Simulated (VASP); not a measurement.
A run of VASP 6.6.1:

The input INCAR:

```
SYSTEM = W
PREC = Accurate
ENCUT = 500
EDIFF = 1E-6
ISMEAR = -1
SIGMA = 0.05
LREAL = .False.
LASPH = .True.
NELM = 120
ALGO = Normal
ISIF = 2
LWAVE = .False.
LCHARG = .False.
GGA = PE
NBANDS = 13
GGA_COMPAT = .False.
```

File KPOINTS:

```
Automatic mesh
0
Gamma
  13 13 13
  0 0 0
```

POSCAR

```
W
1.0
   -1.5829581535      1.5829581535      1.5829581535
    1.5829581535     -1.5829581535      1.5829581535
    1.5829581535      1.5829581535     -1.5829581535
W
1
Direct
    0.0000000000      0.0000000000      0.0000000000
```

Potentials or basis: VASP PAW PBE potentials, release 64 (W_sv).

Command:

```console
$ cat potpaw_PBE.64/W_sv/POTCAR > POTCAR
$ mpirun -np 1 vasp_std > vasp.out
```

Hardware: 1 thread of Intel(R) Xeon(R) 6975P-C (Granite Rapids), on a shared host.

**Question.** How long does it take, and how much memory?

**Answer.** Run time: 5.3 s on 1 thread of Intel(R) Xeon(R) 6975P-C (Granite Rapids) (shared host), peak memory 0.13 GiB. Counts: scf iterations 11, k points 84.
